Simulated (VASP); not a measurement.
A run of VASP 6.6.1:

File INCAR:

```
SYSTEM = Pt
  PREC = Accurate
  ENCUT = 520
  EDIFF = 1E-6
  ISMEAR = -1
  SIGMA = 0.1
  LREAL = .False.
  LASPH = .True.
  NELM = 80
  ALGO = Normal
  ISIF = 2
  LWAVE = .False.
  LCHARG = .False.
  GGA = PS
  NBANDS = 11
```

File KPOINTS:

```
regular mesh
0
Gamma
  24 24 24
  0 0 0
```

Contents of POSCAR:

```
Pt
1.0
    0.0000000000      1.9448040631      1.9448040631
    1.9448040631      0.0000000000      1.9448040631
    1.9448040631      1.9448040631      0.0000000000
Pt
1
Direct
    0.0000000000      0.0000000000      0.0000000000
```

Potentials or basis: VASP PAW PBE potentials, release 64 (Pt).

The run is started by

```console
$ cat potpaw_PBE.64/Pt/POTCAR > POTCAR
$ mpirun -np 1 vasp_std > vasp.out
```

Hardware: 1 thread of Intel(R) Xeon(R) Platinum 8488C (Sapphire Rapids) (shared host).

Q: Estimate the wall time of this run.

A: Run time: 43 s on 1 thread of Intel(R) Xeon(R) Platinum 8488C (Sapphire Rapids), on a shared host, peak memory 0.18 GiB. Counts: scf iterations 11, k points 413.
